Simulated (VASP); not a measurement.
Wanted: the native input for a VASP 6.6.1 run.

```
Task                               : single point
Functional                         : PBE0
Potentials or basis                : VASP PAW PBE potentials, release 64 (N)
Cutoff                             : 520 eV
k mesh                             : 4 × 4 × 2
Occupations                        : fermi-dirac, width 0.05 eV
Spin                               : no spin polarisation
Dipole correction                  : no
Grid for exact exchange (PRECFOCK) : Normal
Further INCAR settings             : ALGO = Normal; EDIFF = 1e-06; NBANDS = 18
Share of exact exchange            : 0.25
```

Crystal: N.

```
N
1.0
     4.16723    0.00000    0.00000
    -2.08362    3.60893    0.00000
     0.00000    0.00000    7.00600
N
4
Direct
  0.66667 0.33333 0.67107
  0.66667 0.33333 0.82893
  0.33333 0.66667 0.17107
  0.33333 0.66667 0.32893
```

The input as run:

POSCAR

```
N
1.0
    4.1672328106      0.0000000000      0.0000000000
   -2.0836164053      3.6089294775      0.0000000000
    0.0000000000      0.0000000000      7.0060035100
N
4
Direct
    0.6666666667      0.3333333333      0.6710699600
    0.6666666667      0.3333333333      0.8289300400
    0.3333333333      0.6666666667      0.1710699600
    0.3333333333      0.6666666667      0.3289300400
```

INCAR.step1

```
PREC = Accurate
ENCUT = 520
EDIFF = 1E-5
ISMEAR = -1
SIGMA = 0.05
LREAL = False
LASPH = True
NELM = 60
ALGO = Normal
ISIF = 2
LWAVE = True
LCHARG = False
GGA = PE
NBANDS = 18
```

INCAR.step2

```
PREC = Accurate
ENCUT = 520
EDIFF = 1E-6
ISMEAR = -1
SIGMA = 0.05
LREAL = False
LASPH = True
NELM = 60
ALGO = Normal
ISIF = 2
LWAVE = False
LCHARG = False
GGA = PE
LHFCALC = True
AEXX = 0.25
PRECFOCK = Normal
ISTART = 1
NBANDS = 18
```

KPOINTS

```
Automatic mesh
0
Gamma
  4 4 2
```

Potentials or basis: VASP PAW PBE potentials, release 64 (N).

The run is started by

```bash
$ cat potpaw_PBE.64/N/POTCAR > POTCAR
$ cp INCAR.step1 INCAR
$ mpirun -np 1 vasp_std > vasp.out
$ cp INCAR.step2 INCAR
$ mpirun -np 1 vasp_std > vasp.out
```

Results of the run:

The pressure is -0.7 GPa, the largest force is 0.595 eV/Å and the band gap on the k mesh is 10.22 eV (least direct gap 10.44 eV).

Caveat: the k points lie up to 0.45 Å⁻¹ apart; the standard files for N, O and F lose accuracy on very short bonds; this functional lacks dispersion, which holds the molecules together, so the pressure and a relaxed volume are unreliable; the PAW data sets were made with another functional, which shifts forces and pressure a little.

Wall time 6.3 min on 1 thread of Intel(R) Xeon(R) Platinum 8259CL CPU @ 2.50GHz (Skylake/Cascade Lake) (shared host), peak memory 0.23 GiB.
